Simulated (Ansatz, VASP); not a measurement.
**Two plane-wave programs on BaTiO3**

Contents of INCAR:

```
SYSTEM = BaTiO3
PREC     = Accurate       ! precision mode
ENCUT    = 520            ! plane-wave cutoff, eV
EDIFF    = 1E-6           ! SCF threshold, eV
ISMEAR   = 0              ! smearing method
SIGMA    = 0.05           ! smearing width, eV
LREAL    = Auto         
LASPH    = .True.         ! aspherical terms in the spheres
NELM     = 150            ! most SCF steps
ALGO     = Normal         ! electronic algorithm
ISIF     = 2              ! what is computed and relaxed
LWAVE    = .False.        ! write WAVECAR
LCHARG   = .True.         ! write CHGCAR
LMAXMIX  = 4              ! l up to which the mixer works
LDAU     = .True.         ! DFT+U
LDAUTYPE = 2            
LDAUL    = -1 2 -1        ! shell
LDAUU    = 0 4 0          ! U, eV
LDAUJ    = 0 0 0        
LDAUPRINT= 1            
GGA      = PE             ! functional
LELF     = .True.         ! ELF
LVHAR    = .True.       
NBANDS   = 73             ! bands
```

Contents of KPOINTS:

```
Automatic mesh
0
Gamma
  7 7 3
  0 0 0
```

The input POSCAR:

```
BaTiO3
1.0
    0.0000000000     -4.0288719406      0.0000000000
    0.0000000000      0.0000000000     -4.0288719406
   12.5866158219      0.0000000000      0.0000000000
Ba Ti O
3 3 9
Direct
    0.5000000000      0.5000000000      0.0800069340
    0.5000000000      0.5000000000      0.4000986884
    0.5000000000      0.5000000000      0.7201904429
    0.0000000000      1.0000000000      0.8802363201
    0.0000000000      1.0000000000      0.2400528112
    0.0000000000      1.0000000000      0.5601445656
    1.0000000000      0.0000000000      0.0800069340
    1.0000000000      0.0000000000      0.4000986884
    1.0000000000      0.0000000000      0.7201904429
    0.5000000000      0.0000000000      0.2400528112
    0.5000000000      0.0000000000      0.5601445656
    0.5000000000      0.0000000000      0.8802363201
    0.0000000000      0.5000000000      0.2400528112
    0.0000000000      0.5000000000      0.5601445656
    0.0000000000      0.5000000000      0.8802363201
```

Input for Ansatz:

```yaml
crystal:
  lattice:
    - [0.0, -4.0288719392, 0.0]
    - [0.0, 0.0, -4.0288719392]
    - [12.5866158175, 0.0, 0.0]
  atoms:
    - { symbol: Ba, position: [0.5, 0.5, 0.080006934] }
    - { symbol: Ba, position: [0.5, 0.5, 0.4000986884] }
    - { symbol: Ba, position: [0.5, 0.5, 0.7201904428] }
    - { symbol: Ti, position: [1.0, 1.0, 0.8802363201] }
    - { symbol: Ti, position: [1.0, 1.0, 0.2400528112] }
    - { symbol: Ti, position: [1.0, 1.0, 0.5601445656] }
    - { symbol: O, position: [1.0, 0.0, 0.080006934] }
    - { symbol: O, position: [1.0, 0.0, 0.4000986884] }
    - { symbol: O, position: [1.0, 0.0, 0.7201904428] }
    - { symbol: O, position: [0.5, 1.0, 0.2400528112] }
    - { symbol: O, position: [0.5, 1.0, 0.5601445656] }
    - { symbol: O, position: [0.5, 1.0, 0.8802363201] }
    - { symbol: O, position: [0.0, 0.5, 0.2400528112] }
    - { symbol: O, position: [0.0, 0.5, 0.5601445656] }
    - { symbol: O, position: [0.0, 0.5, 0.8802363201] }
basis:
  ecutwfc: 420
kpoints:
  mp_grid: { grid: [7, 7, 3] }
hamiltonian:
  xc: pbe
  hubbard: { sites: [{ species: Ti, l: d, u_eff: 4.0 }] }
scf:
  occupations: { method: gaussian, width: 0.05 }
output:
  forces: true
  stress: true
  eigenvalues: true
  write_density: true
  write_potential: true
  elf: true
  volumetric_format: npy
```

Alike in both runs: task single point; functional PBE; k mesh 7 × 7 × 3; occupations gaussian, width 0.05 eV; no spin polarisation; Hubbard terms Ti d U = 4.0 eV.

|  | VASP | Ansatz |
| --- | --- | --- |
| version | VASP 6.6.1 | Ansatz 0.2.0 |
| potentials or method | VASP PAW PBE potentials, release 64 (Ba_sv, Ti_sv, O), cutoff 520 eV | scalar-relativistic, plane waves, PAW |
| valence electrons in the cell | 120 | 120 |

```tsv
	VASP	Ansatz	Ansatz less VASP
gap on the k mesh at the Fermi level (eV)	1.97	1.93	-0.047
least direct gap on the mesh (eV)	2.16	2.10	-0.069
pressure (GPa)	-0.3	-3.4	-3.12
traceless stress, the component that is largest in VASP (GPa)	-1.90	-1.58	+0.322
rms of the force components (eV/Å)	0.286	0.275	-0.0104
```

The programs project onto different local orbitals, so the same U acts differently, and such runs can settle in different states. Atom by atom the forces differ by 0.063 eV/Å (rms over components).

Neither program's run includes spin-orbit coupling.
